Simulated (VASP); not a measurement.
Input of a VASP 6.6.1 run:

The input INCAR:

```
PREC = Accurate
ENCUT = 520
EDIFF = 1E-6
ISMEAR = 0
SIGMA = 0.1
LREAL = F
LASPH = T
NELM = 100
ALGO = Fast
ISIF = 2
LWAVE = F
LCHARG = F
GGA = PS
NBANDS = 22
```

KPOINTS

```
regular mesh
0
Gamma
  14 14 8
```

POSCAR

```
Bi
1.0
    3.2352087208      0.0000000000     -0.0001367862
    0.0000000000      3.2205299408      0.0000000000
   -0.0142925511      0.0000000000      6.4047870051
Bi
2
Direct
    0.4241733296      0.0000000000      0.2499952258
    0.5758266704      0.0000000000      0.7500047742
```

Potentials or basis: VASP PAW PBE potentials, release 64 (Bi_d).

Launch:

```bash
$ cat potpaw_PBE.64/Bi_d/POTCAR > POTCAR
$ mpirun -np 1 vasp_std > vasp.out
```

(1) What does it give for the band gap on the k mesh?

(2) Estimate the pressure.

Answers

(1) zero (bands 15 and 16 overlap by 6.35 eV).

(2) -0.3 GPa.

Caveat: the cell differs from its parent crystal (uniaxial strain along c: +1.5 %, then relaxed in part); the PAW data sets were made with another functional, which shifts forces and pressure a little; spin-orbit coupling is left out, which moves the levels of the heavy elements.
